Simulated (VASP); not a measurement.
Input of a VASP 6.6.1 run:

POSCAR

```
AlGa3N4
1.0
    4.4653444522      0.0000000000      0.0000000000
    0.0000000000      4.4653444522      0.0000000000
    0.0000000000      0.0000000000      4.4653444522
Al Ga N
1 3 4
Direct
    0.0000000000      0.0000000000      0.0000000000
    0.5158354364      0.5000000000      0.0000000000
    0.4841645636      0.0000000000      0.4841645636
    0.0000000000      0.5000000000      0.5158354364
    0.7600246168      0.7553510553      0.2493225062
    0.7506774938      0.2353018216      0.7506774938
    0.2493225062      0.7553510553      0.7600246168
    0.2399753832      0.2539960678      0.2399753832
```

Contents of INCAR.step1:

```
PREC = Accurate ; ENCUT = 520
ISMEAR = 0 ; SIGMA = 0.05
LREAL = False ; LASPH = True
NELM = 80 ; NBANDS = 41
GGA = PE ; ALGO = Normal
EDIFF = 1E-4 ; LWAVE = True
LCHARG = False
```

File INCAR.step2:

```
PREC = Accurate ; ENCUT = 520
EDIFF = 1E-6 ; ISMEAR = 0
SIGMA = 0.05 ; LREAL = False
LASPH = True ; NELM = 80
ALGO = Normal ; ISIF = 2
LWAVE = False ; LCHARG = False
METAGGA = R2SCAN ; LMIXTAU = True
NBANDS = 41 ; ISTART = 1
```

The input KPOINTS:

```
regular mesh
0
Gamma
  6 6 6
```

Potentials or basis: VASP PAW PBE potentials, release 64 (Al, Ga_d, N).

Run with:

```console
$ cat potpaw_PBE.64/Al/POTCAR potpaw_PBE.64/Ga_d/POTCAR potpaw_PBE.64/N/POTCAR > POTCAR
$ cp INCAR.step1 INCAR
$ mpirun -np 1 vasp_std > vasp.out
$ cp INCAR.step2 INCAR
$ mpirun -np 1 vasp_std > vasp.out
```

(1) Estimate the pressure.

(2) What does it give for the band gap on the k mesh?

## Answers

(1) 0.6 GPa.

(2) 2.79 eV.

Caveat: the cell differs from its parent crystal (atoms displaced along a vibrational mode); the PAW data sets were made with another functional, which shifts forces and pressure a little.
